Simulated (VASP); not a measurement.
# Ag (P6_3/mmc) in VASP: notebook, part 2 of 2

VASP 6.6.1.

**4. Single point, PBE**

This run uses another cell than the first one, of the same volume but with other edges.

The input, INCAR:

```
SYSTEM = Ag
PREC = Accurate
ENCUT = 520
EDIFF = 1E-7
ISMEAR = 0
SIGMA = 0.15
LREAL = .FALSE.
LASPH = .TRUE.
NELM = 60
ALGO = Fast
ISIF = 2
LWAVE = .FALSE.
LCHARG = .FALSE.
GGA = PE
NBANDS = 18
```

The input, KPOINTS:

```
Automatic mesh
0
G
  24 24 12
  0 0 0
```

The input, POSCAR:

```
Ag
1.0
    2.6846409995      0.0000000000      0.0000000000
   -1.3423204997      2.3249673056      0.0000000000
    0.0000000000      0.0000000000      5.7055530567
Ag
2
Direct
    0.3333333333      0.6666666667      0.2500000000
    0.6666666667      0.3333333333      0.7500000000
```

Potentials or basis: VASP PAW PBE potentials, release 64 (Ag).

Run with:

```console
$ cat potpaw_PBE.64/Ag/POTCAR > POTCAR
$ mpirun -np 1 vasp_std > vasp.out
```

OUTCAR:

```text
SYSTEM = Ag
   PREC = Accurate
   ENCUT = 520
   EDIFF = 1E-7
   ISMEAR = 0
   LREAL = .FALSE.
   LASPH = .TRUE.
   NELM = 60
   ISIF = 2
   GGA = PE

 ion  position               nearest neighbor table
   1  0.333  0.667  0.250-   2 3.25   2 3.25   2 3.25   2 3.25   2 3.25   2 3.25
   2  0.667  0.333  0.750-   1 3.25   1 3.25   1 3.25   1 3.25   1 3.25   1 3.25

  LATTYP: Found a hexagonal cell.
 ALAT       =     2.6846409995
 C/A-ratio  =     2.1252573650

  Lattice vectors:

 A1 = (   2.6846409995,   0.0000000000,   0.0000000000)
 A2 = (  -1.3423204997,   2.3249673056,   0.0000000000)
 A3 = (   0.0000000000,   0.0000000000,   5.7055530567)

Analysis of symmetry for initial positions (statically):
=====================================================================
 Subroutine PRICEL returns:
 Original cell was already a primitive cell.

 Routine SETGRP: Setting up the symmetry group for a
 hexagonal supercell.

 Subroutine GETGRP returns: Found 24 space group operations
 (whereof 12 operations were pure point group operations)
 out of a pool of 24 trial point group operations.

The static configuration has the point symmetry D_3d.
 The point group associated with its full space group is D_6h.

Analysis of symmetry for dynamics (positions and initial velocities):
=====================================================================
 Subroutine PRICEL returns:
 Original cell was already a primitive cell.

 Routine SETGRP: Setting up the symmetry group for a
 hexagonal supercell.

 Subroutine GETGRP returns: Found 24 space group operations
 (whereof 12 operations were pure point group operations)
 out of a pool of 24 trial point group operations.

The dynamic configuration has the point symmetry D_3d.
 The point group associated with its full space group is D_6h.

 Subroutine INISYM returns: Found 24 space group operations
 (whereof 12 operations are pure point group operations),
 and found     1 'primitive' translations

----------------------------------------------------------------------------------------

                                     Primitive cell

  volume of cell :      35.6124

  direct lattice vectors                    reciprocal lattice vectors
     2.684641000  0.000000000  0.000000000     0.372489283  0.215056788  0.000000000
    -1.342320500  2.324967306  0.000000000     0.000000000  0.430113575  0.000000000
     0.000000000  0.000000000  5.705553057     0.000000000  0.000000000  0.175267847

  length of vectors
     2.684641000  2.684640999  5.705553057     0.430113575  0.430113575  0.175267847

  position of ions in fractional coordinates (direct lattice)
     0.333333333  0.666666667  0.250000000
     0.666666667  0.333333333  0.750000000

  ion indices of the primitive-cell ions
   primitive index   ion index
                 1           1
                 2           2

----------------------------------------------------------------------------------------

 KPOINTS: Automatic mesh

Automatic generation of k-mesh.
 Grid dimensions read from file:
 generate k-points for:   24   24   12

 Generating k-lattice:

  Cartesian coordinates                     Fractional coordinates (reciprocal lattice)
     0.015520387  0.008960699  0.000000000     0.041666667  0.000000000  0.000000000
     0.000000000  0.017921399  0.000000000     0.000000000  0.041666667  0.000000000
     0.000000000  0.000000000  0.014605654     0.000000000  0.000000000  0.083333333

  Length of vectors
     0.017921399  0.017921399  0.014605654

  Shift w.r.t. Gamma in fractional coordinates (k-lattice)
     0.000000000  0.000000000  0.000000000

 Subroutine IBZKPT returns following result:
 ===========================================

 Found    427 irreducible k-points:

 Following reciprocal coordinates:
            Coordinates               Weight
  0.000000  0.000000  0.000000      1.000000
  0.041667  0.000000  0.000000      6.000000
  0.083333 -0.000000  0.000000      6.000000
  0.125000 -0.000000  0.000000      6.000000
  0.166667 -0.000000  0.000000      6.000000
  0.208333 -0.000000  0.000000      6.000000
[... 16 lines left out ...]
  0.416667  0.041667  0.000000     12.000000
  0.458333  0.041667  0.000000     12.000000
 [... further k-points ...]
   k-points           NKPTS =    427   k-points in BZ     NKDIM =    427   number of bands    NBANDS=     18
   number of dos      NEDOS =    301   number of ions     NIONS =      2
   total plane-waves  NPLWV =  16800
   dimension x,y,z NGX =    20 NGY =   20 NGZ =   42
   dimension x,y,z NGXF=    40 NGYF=   40 NGZF=   84
   ions per type =               2
   NGX,Y,Z   is equivalent  to a cutoff of  12.38, 12.38, 12.24 a.u.
   NGXF,Y,Z  is equivalent  to a cutoff of  24.77, 24.77, 24.48 a.u.
 SYSTEM =  Ag
   PREC   = accura    normal or accurate (medium, high low for compatibility)
   ISTART =      0    job   : 0-new  1-cont  2-samecut
   ICHARG =      2    charge: 1-file 2-atom 10-const
   ISPIN  =      1    spin polarized calculation?
   LNONCOLLINEAR =      F non collinear calculations
   LSORBIT =      F    spin-orbit coupling
   LASPH  =      T    aspherical Exc in radial PAW
   ENCUT  =  520.0 eV  38.22 Ry    6.18 a.u.   4.99  4.99 10.61*2*pi/ulx,y,z
   NELM   =     60;   NELMIN=  2; NELMDL= -5     # of ELM steps
   EDIFF  = 0.1E-06   stopping-criterion for ELM
   LREAL  =      F    real-space projection
   EDIFFG = 0.1E-05   stopping-criterion for IOM
   NSW    =      0    number of steps for IOM
   IBRION =     -1    ionic relax: 0-MD 1-quasi-New 2-CG
   NFREE  =      0    steps in history (QN), initial steepest desc. (CG)
   ISIF   =      2    stress and relaxation
   ISYM   =      2    0-nonsym 1-usesym 2-fastsym
   POTIM  = 0.5000    time-step for ionic-motion
   TEBEG  =    0.0;   TEEND  =   0.0 temperature during run
   PSTRESS=    0.0 pullay stress
   NELECT =      22.0000    total number of electrons
   NUPDOWN=      -1.0000    fix difference up-down
   EMIN   =  10.00;   EMAX   =-10.00  energy-range for DOS
   EFERMI =   0.00;   METHOD = LEGACY
   ISMEAR =     0;   SIGMA  =   0.15  broadening in eV -4-tet -1-fermi 0-gaus
   EFERMI_NEDOS =   21; number of points for ismear=-14 and -15
   IALGO  =     68    algorithm
   IMIX   =      4    mixing-type and parameters
     AMIX     =   0.40;   BMIX     =  1.00
     AMIX_MAG =   1.60;   BMIX_MAG =  1.00
  volume/ion in A,a.u.               =      17.81       120.16
  Fermi-wavevector in a.u.,A,eV,Ry     =   1.394276  2.634800 26.449806  1.944006
  Thomas-Fermi vector in A             =   2.517841
   LORBIT       =      0    0 simple, 1 ext, 2 COOP (PROOUT), +10 PAW based schemes
   GGA     = PE    functional components
   LHFCALC =     F    Hartree Fock is set to
   AEXX    =    0.0000 exact exchange contribution
   IVDW    =     0    specifies the selected vdW correction
   LEPSILON=     F    determine dielectric tensor
   LRPA    =     F    only Hartree local field effects (RPA)
 non-spin polarized calculation
 RMM-DIIS sequential band-by-band and
 Gauss-broadening in eV      SIGMA  =   0.15
  energy-cutoff  :      520.00
  volume of cell :       35.61
 maximum number of plane-waves:       984
 NGX is ok and might be reduce to    20

 number of electron      21.9999995 magnetization

 Free energy of the ion-electron system (eV)
  ---------------------------------------------------
  ext. energy  EPLUGINS =         0.00000000
  ---------------------------------------------------
  free energy    TOTEN  =        -4.92166684 eV

  energy without entropy =       -4.91690806  energy(sigma->0) =       -4.91928745

 E-fermi :   7.9173     XC(G=0): -11.8880

 val. band max:        7.9139196794   @ k =   0.2083  -0.0000   0.0833
 cond. band min:       7.9201756957   @ k =   0.4167  -0.0000   0.5000
 fundamental gap:      0.0062560164
 Fermi energy:         7.9172689730

 k-point     1 :       0.0000    0.0000    0.0000
  band No.  band energies     occupation
      1       0.2726      2.00000
      2       1.0646      2.00000
      3       2.2975      2.00000
      4       3.0363      2.00000
      5       3.0363      2.00000
      6       3.0973      2.00000
[... 10 lines left out ...]
     17      26.4327      0.00000
     18      30.2722      0.00000
[... 463 lines left out ...]
 k-point    24 :       0.4583    0.0417    0.0000
  band No.  band energies     occupation
      1       1.1999      2.00000
      2       1.3460      2.00000
      3       2.0042      2.00000
      4       2.7949      2.00000
      5       3.7166      2.00000
      6       3.9015      2.00000
[... 10 lines left out ...]
     17      21.3178      0.00000
     18      24.5422      0.00000

 [... further k-points ...]

------------------------ aborting loop because EDIFF is reached ----------------------------------------

  FORCE on cell =-STRESS in cart. coord.  units (eV):
  Direction    XX          YY          ZZ          XY          YZ          ZX
  --------------------------------------------------------------------------------------
  -------------------------------------------------------------------------------------
  Total        4.3283754      4.3283754     -2.0645845      0.0000000     -0.0000000      0.0000000
  in kB      194.7308176    194.7308176    -92.8843262      0.0000000     -0.0000000      0.0000000
  external PRESSURE =      98.8591030 kB  Pullay stress =       0.0000000 kB

 VOLUME and BASIS-vectors are now :
 -----------------------------------------------------------------------------
  energy-cutoff  :      520.00
  volume of cell :       35.61
      direct lattice vectors                 reciprocal lattice vectors
     2.684641000  0.000000000  0.000000000     0.372489283  0.215056788  0.000000000
    -1.342320500  2.324967306  0.000000000     0.000000000  0.430113575  0.000000000
     0.000000000  0.000000000  5.705553057     0.000000000  0.000000000  0.175267847

 POSITION                                       TOTAL-FORCE (eV/Angst)
 -----------------------------------------------------------------------------------
     -0.00000      1.54998      1.42639         0.000000     -0.000000      0.000000
      1.34232      0.77499      4.27916        -0.000000      0.000000      0.000000
 -----------------------------------------------------------------------------------
    total drift:                               -0.000000      0.000000     -0.000000

  FREE ENERGIE OF THE ION-ELECTRON SYSTEM (eV)
  ---------------------------------------------------
  free  energy   TOTEN  =        -4.9216668378 eV

  energy  without entropy=       -4.9169080569  energy(sigma->0) =       -4.91928745
```

OSZICAR:

```text
N       E                     dE             d eps       ncg     rms          rms(c)
DAV:   1     0.127148011459E+03    0.12715E+03   -0.11782E+04 15396   0.121E+03
DAV:   2    -0.332021291742E+01   -0.13047E+03   -0.12383E+03 15960   0.268E+02
DAV:   3    -0.538478579916E+01   -0.20646E+01   -0.20583E+01 17920   0.381E+01
DAV:   4    -0.539157573391E+01   -0.67899E-02   -0.67893E-02 16944   0.213E+00
DAV:   5    -0.539163710189E+01   -0.61368E-04   -0.61368E-04 17022   0.216E-01    0.786E+00
RMM:   6    -0.494364742209E+01    0.44799E+00   -0.10260E+00 15473   0.826E+00    0.508E+00
RMM:   7    -0.492695997335E+01    0.16687E-01   -0.24970E-02 16214   0.153E+00    0.272E+00
RMM:   8    -0.492166326119E+01    0.52967E-02   -0.24390E-03 16377   0.457E-01    0.190E-01
RMM:   9    -0.492165413533E+01    0.91259E-05   -0.34863E-04 16925   0.156E-01    0.633E-02
RMM:  10    -0.492166429168E+01   -0.10156E-04   -0.53345E-05 16897   0.559E-02    0.349E-02
RMM:  11    -0.492166681623E+01   -0.25245E-05   -0.14298E-05 16934   0.225E-02    0.116E-02
RMM:  12    -0.492166688374E+01   -0.67513E-07   -0.28866E-06 16911   0.127E-02    0.318E-03
RMM:  13    -0.492166683778E+01    0.45957E-07   -0.65177E-07 14408   0.462E-03
   1 F= -.49216668E+01 E0= -.49192874E+01  d E =-.475878E-02
```

It took 3.2 min on 1 thread of Intel Xeon 8259CL, shared host; peak memory 0.33 GiB.

What came out:

| Item | Value |
| --- | --- |
| Free energy | -4.9217 eV |
| Pressure | 9.9 GPa |
| Band gap on the k mesh | zero (bands 11 and 12 overlap by 8.64 eV) |

Levels at points of the mesh, in eV from the Fermi level:
| k point | band 9 | band 10 | band 11 | band 12 | band 13 | band 14 |
| --- | --- | --- | --- | --- | --- | --- |
| (0.00, 0.00, 0.00) | -3.39 | -3.12 | -3.12 | -1.69 | 0.21 | 11.21 |
| (0.50, 0.00, 0.00) | -2.43 | -2.41 | 0.78 | 2.25 | 6.00 | 6.29 |
| (0.00, 0.00, 0.50) | -3.25 | -3.25 | -3.25 | -3.25 | 5.81 | 5.81 |
| (0.50, 0.00, 0.50) | -2.42 | -2.42 | 1.18 | 1.18 | 5.31 | 5.31 |

Caveat: the cell stands under pressure.

**5. Summary**

| cell | further INCAR settings | gap on the mesh (eV) | pressure (GPa) |
| --- | --- | --- | --- |
| a = 2.883, b = 2.883, c = 4.948 Å, angles 90.0, 90.0, 120.0°, 2 atoms | ALGO = Fast; EDIFF = 1e-06; NBANDS = 18 | none | 0.6 |
| a = 3.156, b = 3.156, c = 4.128 Å, angles 90.0, 90.0, 120.0°, 2 atoms | ALGO = Fast; EDIFF = 1e-06; NBANDS = 18 | none | 5.1 |
| a = 2.685, b = 2.685, c = 5.706 Å, angles 90.0, 90.0, 120.0°, 2 atoms | ALGO = Fast; EDIFF = 1e-07; NBANDS = 18 | none | 9.9 |

Alike in all rows: task single point; level PBE; potentials or basis VASP PAW PBE potentials, release 64 (Ag); no spin polarisation; k mesh 24 × 24 × 12; cutoff (eV) 520; smearing gaussian 0.15 eV.

Caveats: the cell stands under pressure (at least some runs).

Absolute energies hang on the potentials; compare differences alone.
